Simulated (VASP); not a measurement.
# Ce2MnN3 (Immm) in VASP: single point with LDA+U

Aim: the single point of Ce2MnN3 with LDA+U.

Program: VASP 6.6.1. These are calculated values, not measurements. Logs are shortened: lines on timing, memory, paths and dates and some standing lists are left out, and cuts for length are marked.

## Step 1: The cell of the first run

Symmetry: Immm, No. 71, orthorhombic system. Conventional cell: a = 3.445 Å, b = 3.750 Å, c = 12.460 Å, α = 90.00°, β = 90.00°, γ = 90.00°. Within 3.1 Å of Ce (site symmetry mm2) lie 7 N at 2.36 to 2.55 Å. Mn (site symmetry mmm) has 4 N at 1.87 to 2.04 Å within 2.5 Å. N (site symmetry mmm) has 2 Mn at 1.87 Å within 2.5 Å. N (site symmetry mm2) has 1 Mn at 2.04 Å and 5 Ce at 2.36 to 2.55 Å within 2.7 Å.

## Step 2: Single point, LDA+U

INCAR reads:

```
SYSTEM = Ce2MnN3
ALGO = Normal
EDIFF = 1E-6
ENCUT = 520
ISIF = 2
ISMEAR = 0
LASPH = .True.
LCHARG = .False.
LDAU = .True.
LDAUJ = 0.7 0.7 0
LDAUL = 3 2 -1
LDAUPRINT = 1
LDAUTYPE = 1
LDAUU = 5 5 0
LMAXMIX = 6
LREAL = .False.
LWAVE = .False.
NBANDS = 35
NELM = 150
PREC = Accurate
SIGMA = 0.05
```

KPOINTS reads:

```
k-points
0
Gamma
  7 7 7
  0 0 0
```

POSCAR reads:

```
Ce2MnN3
1.0
   -1.7222500700      1.8749700800      6.2300502700
    1.7222500700     -1.8749700800      6.2300502700
    1.7222500700      1.8749700800     -6.2300502700
Ce Mn N
2 1 3
Direct
    0.3533200000      0.3533200000      0.0000000000
    0.6466800000      0.6466800000      0.0000000000
    0.0000000000      0.0000000000      0.0000000000
    0.5000000000      0.0000000000      0.5000000000
    0.1638000000      0.1638000000      0.0000000000
    0.8362000000      0.8362000000      0.0000000000
```

Potentials or basis: VASP PAW LDA potentials, release 64 (Ce, Mn_pv, N).

The run is started by

```bash
$ cat potpaw_LDA.64/Ce/POTCAR potpaw_LDA.64/Mn_pv/POTCAR potpaw_LDA.64/N/POTCAR > POTCAR
$ mpirun -np 1 vasp_std > vasp.out
```

OUTCAR:

```text
SYSTEM = Ce2MnN3
   EDIFF = 1E-6
   ENCUT = 520
   ISIF = 2
   ISMEAR = 0
   LASPH = .True.
   LREAL = .False.
   NELM = 150
   PREC = Accurate

 ion  position               nearest neighbor table
   1  0.353  0.353  0.000-   5 2.36   3 3.13   3 3.13   3 3.13   3 3.13
   2  0.647  0.647  0.000-   6 2.36   3 3.13   3 3.13   3 3.13   3 3.13
   3  0.000  0.000  0.000-   4 1.87   4 1.87   6 2.04   5 2.04   2 3.13   1 3.13   2 3.13   2 3.13
                             1 3.13   1 3.13   2 3.13   1 3.13
   4  0.500  0.000  0.500-   3 1.87   3 1.87
   5  0.164  0.164  0.000-   3 2.04   1 2.36
   6  0.836  0.836  0.000-   3 2.04   2 2.36

  LATTYP: Found a body centered orthorhombic cell.
 ALAT       =     3.4445001400
 B/A-ratio  =     1.0886747010
 C/A-ratio  =     3.6173900518

  Lattice vectors:

 A1 = (  -1.7222500700,   1.8749700800,   6.2300502700)
 A2 = (   1.7222500700,  -1.8749700800,   6.2300502700)
 A3 = (   1.7222500700,   1.8749700800,  -6.2300502700)

Analysis of symmetry for initial positions (statically):
=====================================================================
 Subroutine PRICEL returns:
 Original cell was already a primitive cell.

 Routine SETGRP: Setting up the symmetry group for a
 body centered orthorhombic supercell.

 Subroutine GETGRP returns: Found  8 space group operations
 (whereof  8 operations were pure point group operations)
 out of a pool of  8 trial point group operations.

The static configuration has the point symmetry D_2h.

Analysis of symmetry for dynamics (positions and initial velocities):
=====================================================================
 Subroutine PRICEL returns:
 Original cell was already a primitive cell.

 Routine SETGRP: Setting up the symmetry group for a
 body centered orthorhombic supercell.

 Subroutine GETGRP returns: Found  8 space group operations
 (whereof  8 operations were pure point group operations)
 out of a pool of  8 trial point group operations.

The dynamic configuration has the point symmetry D_2h.

 Subroutine INISYM returns: Found  8 space group operations
 (whereof  8 operations are pure point group operations),
 and found     1 'primitive' translations

----------------------------------------------------------------------------------------

                                     Primitive cell

  volume of cell :      80.4715

  direct lattice vectors                    reciprocal lattice vectors
    -1.722250070  1.874970080  6.230050270     0.000000000  0.266670922  0.080256174
     1.722250070 -1.874970080  6.230050270     0.290317886  0.000000000  0.080256174
     1.722250070  1.874970080 -6.230050270     0.290317886  0.266670922  0.000000000

  length of vectors
     6.730169721  6.730169721  6.730169721     0.278485968  0.301206787  0.394205347

  position of ions in fractional coordinates (direct lattice)
     0.353320000  0.353320000  0.000000000
     0.646680000  0.646680000  0.000000000
     0.000000000  0.000000000  0.000000000
     0.500000000  0.000000000  0.500000000
     0.163800000  0.163800000  0.000000000
     0.836200000  0.836200000  0.000000000

  ion indices of the primitive-cell ions
   primitive index   ion index
                 1           1
                 2           2
                 3           3
                 4           4
                 5           5
                 6           6

----------------------------------------------------------------------------------------

 KPOINTS: k-points

Automatic generation of k-mesh.
 Grid dimensions read from file:
 generate k-points for:    7    7    7

 Generating k-lattice:

  Cartesian coordinates                     Fractional coordinates (reciprocal lattice)
     0.000000000  0.038095846  0.011465168     0.142857143  0.000000000  0.000000000
[... 39 lines left out ...]
 -0.285714  0.428571 -0.000000      8.000000
 [... further k-points ...]
   k-points           NKPTS =     64   k-points in BZ     NKDIM =     64   number of bands    NBANDS=     35
   number of dos      NEDOS =    301   number of ions     NIONS =      6
   total plane-waves  NPLWV = 125000
   dimension x,y,z NGX =    50 NGY =   50 NGZ =   50
   dimension x,y,z NGXF=   100 NGYF=  100 NGZF=  100
   ions per type =               2   1   3
   NGX,Y,Z   is equivalent  to a cutoff of  12.35, 12.35, 12.35 a.u.
   NGXF,Y,Z  is equivalent  to a cutoff of  24.70, 24.70, 24.70 a.u.
 SYSTEM =  Ce2MnN3
   PREC   = accura    normal or accurate (medium, high low for compatibility)
   ISTART =      0    job   : 0-new  1-cont  2-samecut
   ICHARG =      2    charge: 1-file 2-atom 10-const
   ISPIN  =      1    spin polarized calculation?
   LNONCOLLINEAR =      F non collinear calculations
   LSORBIT =      F    spin-orbit coupling
   LASPH  =      T    aspherical Exc in radial PAW
   ENCUT  =  520.0 eV  38.22 Ry    6.18 a.u.  12.51 12.51 12.51*2*pi/ulx,y,z
   NELM   =    150;   NELMIN=  2; NELMDL= -5     # of ELM steps
   EDIFF  = 0.1E-05   stopping-criterion for ELM
   LREAL  =      F    real-space projection
   EDIFFG = 0.1E-04   stopping-criterion for IOM
   NSW    =      0    number of steps for IOM
   IBRION =     -1    ionic relax: 0-MD 1-quasi-New 2-CG
   NFREE  =      0    steps in history (QN), initial steepest desc. (CG)
   ISIF   =      2    stress and relaxation
   ISYM   =      2    0-nonsym 1-usesym 2-fastsym
   POTIM  = 0.5000    time-step for ionic-motion
   TEBEG  =    0.0;   TEEND  =   0.0 temperature during run
   PSTRESS=    0.0 pullay stress
   NELECT =      52.0000    total number of electrons
   NUPDOWN=      -1.0000    fix difference up-down
   EMIN   =  10.00;   EMAX   =-10.00  energy-range for DOS
   EFERMI =   0.00;   METHOD = LEGACY
   ISMEAR =     0;   SIGMA  =   0.05  broadening in eV -4-tet -1-fermi 0-gaus
   EFERMI_NEDOS =   21; number of points for ismear=-14 and -15
   IALGO  =     38    algorithm
   IMIX   =      4    mixing-type and parameters
     AMIX     =   0.40;   BMIX     =  1.00
     AMIX_MAG =   1.60;   BMIX_MAG =  1.00
  volume/ion in A,a.u.               =      13.41        90.51
  Fermi-wavevector in a.u.,A,eV,Ry     =   1.415344  2.674612 27.255160  2.003198
  Thomas-Fermi vector in A             =   2.536792
   LORBIT       =      0    0 simple, 1 ext, 2 COOP (PROOUT), +10 PAW based schemes
 LDA+U is selected, type is set to LDAUTYPE =  1
   angular momentum for each species LDAUL =     3    2   -1
   U (eV)           for each species LDAUU =   5.0  5.0  0.0
   J (eV)           for each species LDAUJ =   0.7  0.7  0.0
   GGA     = CA    functional components
   LHFCALC =     F    Hartree Fock is set to
   AEXX    =    0.0000 exact exchange contribution
   IVDW    =     0    specifies the selected vdW correction
   LEPSILON=     F    determine dielectric tensor
   LRPA    =     F    only Hartree local field effects (RPA)
 non-spin polarized calculation
 Gauss-broadening in eV      SIGMA  =   0.05
  energy-cutoff  :      520.00
  volume of cell :       80.47
 maximum number of plane-waves:      2193
 NGX is ok and might be reduce to    50
   NGX = 25   NGY = 25   NGZ = 25

atom =   1  type =  1  l = 3

 onsite density matrix

spin component  1
[... 99 lines left out ...]
  o =  0.3260  v =  0.0000 -0.0000 -0.9801 -0.0000  0.1984  0.0000  0.0000  0.0000  0.0000  0.0000      0.0000  0.0000  0.0000  0.0000  0.0000  0.0000  0.0000  0.0000  0.0000  0.0000
  o =  0.3260  v =  0.0000  0.0000  0.0000  0.0000  0.0000  0.0000 -0.0000 -0.9801 -0.0000  0.1984      0.0000  0.0000  0.0000  0.0000  0.0000  0.0000  0.0000  0.0000  0.0000  0.0000
  o =  0.4454  v =  0.0000  0.0000  0.1984  0.0000  0.9801  0.0000  0.0000  0.0000  0.0000  0.0000      0.0000  0.0000  0.0000  0.0000  0.0000  0.0000  0.0000  0.0000  0.0000  0.0000
  o =  0.4454  v =  0.0000  0.0000  0.0000  0.0000  0.0000  0.0000  0.0000  0.1984  0.0000  0.9801      0.0000  0.0000  0.0000  0.0000  0.0000  0.0000  0.0000  0.0000  0.0000  0.0000
  o =  0.5010  v =  0.0000  0.0000  0.0000  0.0000  0.0000  1.0000  0.0000  0.0000  0.0000  0.0000      0.0000  0.0000  0.0000  0.0000  0.0000  0.0000  0.0000  0.0000  0.0000  0.0000
  o =  0.5010  v =  1.0000  0.0000  0.0000  0.0000  0.0000  0.0000  0.0000  0.0000  0.0000  0.0000      0.0000  0.0000  0.0000  0.0000  0.0000  0.0000  0.0000  0.0000  0.0000  0.0000
  o =  0.5465  v =  0.0000  1.0000 -0.0000  0.0000 -0.0000  0.0000  0.0000  0.0000  0.0000  0.0000      0.0000  0.0000  0.0000  0.0000  0.0000  0.0000  0.0000  0.0000  0.0000  0.0000
  o =  0.5465  v =  0.0000  0.0000  0.0000  0.0000  0.0000  0.0000  1.0000 -0.0000  0.0000 -0.0000      0.0000  0.0000  0.0000  0.0000  0.0000  0.0000  0.0000  0.0000  0.0000  0.0000
  o =  0.7952  v =  0.0000  0.0000  0.0000  0.0000  0.0000  0.0000 -0.0000 -0.0000  1.0000 -0.0000      0.0000  0.0000  0.0000  0.0000  0.0000  0.0000  0.0000  0.0000  0.0000  0.0000
  o =  0.7952  v =  0.0000 -0.0000 -0.0000  1.0000 -0.0000  0.0000  0.0000  0.0000  0.0000  0.0000      0.0000  0.0000  0.0000  0.0000  0.0000  0.0000  0.0000  0.0000  0.0000  0.0000

 number of electron      52.0000002 magnetization

 Free energy of the ion-electron system (eV)
  ---------------------------------------------------
  ext. energy  EPLUGINS =         0.00000000
  ---------------------------------------------------
  free energy    TOTEN  =       -50.41954522 eV

  energy without entropy =      -50.41404057  energy(sigma->0) =      -50.41679289

 E-fermi :   8.8683     XC(G=0): -12.4531

 val. band max:        8.8552040802   @ k =  -0.1429  -0.2857   0.1429
 cond. band min:       8.8736096629   @ k =  -0.4286  -0.4286   0.2857
 fundamental gap:      0.0184055827
 Fermi energy:         8.8682754566

 k-point     1 :       0.0000    0.0000    0.0000
  band No.  band energies     occupation
      1     -39.2854      2.00000
      2     -38.6460      2.00000
      3     -38.4867      2.00000
      4     -26.2217      2.00000
      5     -26.0079      2.00000
      6     -10.2193      2.00000
[... 901 lines left out ...]
     34       9.6798      0.00000
     35       9.7099      0.00000

 [... further k-points ...]
[... 5 lines left out ...]
  --------------------------------------------------------------------------------------
  -------------------------------------------------------------------------------------
  Total       -4.4669748     -9.9054046     -2.3017368     -0.0000000      0.0000000      0.0000000
  in kB      -88.9369011   -197.2153472    -45.8272869     -0.0000000      0.0000000      0.0000000
  external PRESSURE =    -110.6598451 kB  Pullay stress =       0.0000000 kB

 VOLUME and BASIS-vectors are now :
 -----------------------------------------------------------------------------
  energy-cutoff  :      520.00
  volume of cell :       80.47
      direct lattice vectors                 reciprocal lattice vectors
    -1.722250070  1.874970080  6.230050270     0.000000000  0.266670922  0.080256174
     1.722250070 -1.874970080  6.230050270     0.290317886  0.000000000  0.080256174
     1.722250070  1.874970080 -6.230050270     0.290317886  0.266670922  0.000000000

 POSITION                                       TOTAL-FORCE (eV/Angst)
 -----------------------------------------------------------------------------------
      0.00000      0.00000      4.40240        -0.000000     -0.000000      0.025023
      0.00000      0.00000      8.05770         0.000000     -0.000000     -0.025023
      0.00000      0.00000      0.00000         0.000000     -0.000000      0.000000
      0.00000      1.87497      0.00000         0.000000     -0.000000      0.000000
      0.00000      0.00000      2.04096         0.000000      0.000000      0.380749
      0.00000      0.00000     10.41914        -0.000000      0.000000     -0.380749
 -----------------------------------------------------------------------------------
    total drift:                               -0.000000      0.000000      0.000000

  FREE ENERGIE OF THE ION-ELECTRON SYSTEM (eV)
  ---------------------------------------------------
  free  energy   TOTEN  =       -50.4195452212 eV

  energy  without entropy=      -50.4140405682  energy(sigma->0) =      -50.41679289
```

Wall time 24 min (1 thread of Intel Xeon 6975P-C, shared host); peak memory 0.43 GiB.

Results:

```yaml
Free_energy: -50.4195 eV
Pressure: -11.1 GPa
Largest_force: 0.381 eV/Å
Band_gap_on_the_k_mesh: zero (band 26 reaches 9.26 eV, above the bottom of band 27 at 7.89 eV)
```

Forces in eV/Å, atoms in the order of the input:
```
Ce   0.000  0.000  0.025
Ce   0.000  0.000 -0.025
Mn   0.000  0.000  0.000
N    0.000  0.000  0.000
N    0.000  0.000  0.381
N    0.000  0.000 -0.381
```

Eigenvalues of the final occupation matrices:
| site | spin | trace | eigenvalues |
| --- | --- | --- | --- |
| site 1 f | 1 | 0.38 | 0.03 0.04 0.04 0.05 0.06 0.07 0.10 |
| site 1 f | 2 | 0.38 | 0.03 0.04 0.04 0.05 0.06 0.07 0.10 |
| site 2 f | 1 | 0.38 | 0.03 0.04 0.04 0.05 0.06 0.07 0.10 |
| site 2 f | 2 | 0.38 | 0.03 0.04 0.04 0.05 0.06 0.07 0.10 |
| site 3 d | 1 | 2.61 | 0.33 0.45 0.50 0.55 0.80 |
| site 3 d | 2 | 2.61 | 0.33 0.45 0.50 0.55 0.80 |

Caveat: spin-orbit coupling is left out, which moves the levels of the heavy elements; the run has no spin polarisation, though such a crystal can be magnetic; U without spin polarisation on a metal has little footing.
